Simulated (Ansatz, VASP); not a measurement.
## One calculation of Sn2PbO3, two programs

```
Sn Pb O
1.0
     3.92111    0.00000    0.00000
     0.00000   11.76269    0.00000
     0.00000    0.00000    5.13099
Sn Pb O
4 2 6
Direct
  0.00000 0.83458 0.21476
  0.00000 0.16542 0.21476
  0.50000 0.33458 0.78524
  0.50000 0.66542 0.78524
  0.00000 0.50000 0.25502
  0.50000 0.00000 0.74498
  0.00000 0.32825 0.99887
  0.00000 0.67175 0.99887
  0.00000 0.00000 0.00132
  0.50000 0.50000 0.99868
  0.50000 0.82825 0.00113
  0.50000 0.17175 0.00113
```

Alike in both runs: functional PBE; k mesh 4 × 2 × 4; occupations gaussian, width 0.1 eV; no spin polarisation.

Ansatz relaxed the structure, and its values are those at the end. VASP's run is a single point on that final structure, the one shown.

```csv
,VASP,Ansatz
version,VASP 6.6.1,Ansatz 0.2.0
potentials or method,"VASP PAW PBE potentials, release 64 (Sn_d, Pb_d, O), cutoff 520 eV","scalar-relativistic, plane waves, PAW"
valence electrons in the cell,120,120
```

```csv
,VASP,Ansatz,Ansatz less VASP
gap on the k mesh at the Fermi level (eV),0.84,0.83,-0.006
least direct gap on the mesh (eV),2.01,2.03,+0.023
pressure (GPa),0.4,0.2,-0.14
rms of the force components (eV/Å),0.034,0.016,-0.0174
```

Neither program's run includes spin-orbit coupling.
